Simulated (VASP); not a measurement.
# InSe2: single point with PBE

The system is InSe2.

```xyz
6
Lattice="3.8949 0.0000 0.0000 0.0000 3.8949 0.0000 0.0000 0.0000 9.6262" Properties=species:S:1:pos:R:3 pbc="T T T"
In    0.0000    1.9474    6.8006
In    1.9474    0.0000    2.8256
Se    0.0000    1.9474    3.5252
Se    1.9474    0.0000    6.1010
Se    0.0000    0.0000    0.0000
Se    1.9474    1.9474    0.0000
```

```
Program                : VASP 6.6.1
Task                   : single point
Functional             : PBE
Potentials or basis    : VASP PAW PBE potentials, release 64 (In_d, Se)
Cutoff                 : 520 eV
k mesh                 : 5 × 5 × 2
Occupations            : gaussian, width 0.4 eV
Spin                   : no spin polarisation
Dipole correction      : no
Further INCAR settings : ALGO = Normal; EDIFF = 1e-06; NBANDS = 34
```

| Item | Value |
| --- | --- |
| Pressure | -0.1 GPa |
| Largest force | 0.059 eV/Å |
| Band gap on the k mesh | zero (bands 25 and 26 overlap by 1.66 eV) |

Forces in eV/Å, atoms in the order of the input:
```
In   0.000  0.000  0.002
In   0.000  0.000 -0.002
Se   0.000  0.000  0.059
Se   0.000  0.000 -0.059
Se   0.000  0.000  0.000
Se   0.000  0.000  0.000
```

Stress tensor (GPa, compression positive):
```
-0.26  0.00  0.00
 0.00 -0.26  0.00
 0.00  0.00  0.14
```

Levels at points of the mesh, in eV from the Fermi level:
```csv
k point,band 22,band 23,band 24,band 25,band 26,band 27,band 28,band 29
"(0.00, 0.00, 0.00)",-2.06,-1.76,-1.76,0.19,0.53,2.82,2.82,3.30
"(0.00, 0.00, 0.50)",-1.69,-1.69,-1.22,0.18,0.58,2.02,2.82,2.82
```

Run time: 93 s on 1 thread of Intel Xeon 8259CL, on a shared host, peak memory 0.26 GiB.

Caveat: so wide a smearing shifts energies and pressures; spin-orbit coupling is left out, which moves the levels of the heavy elements.
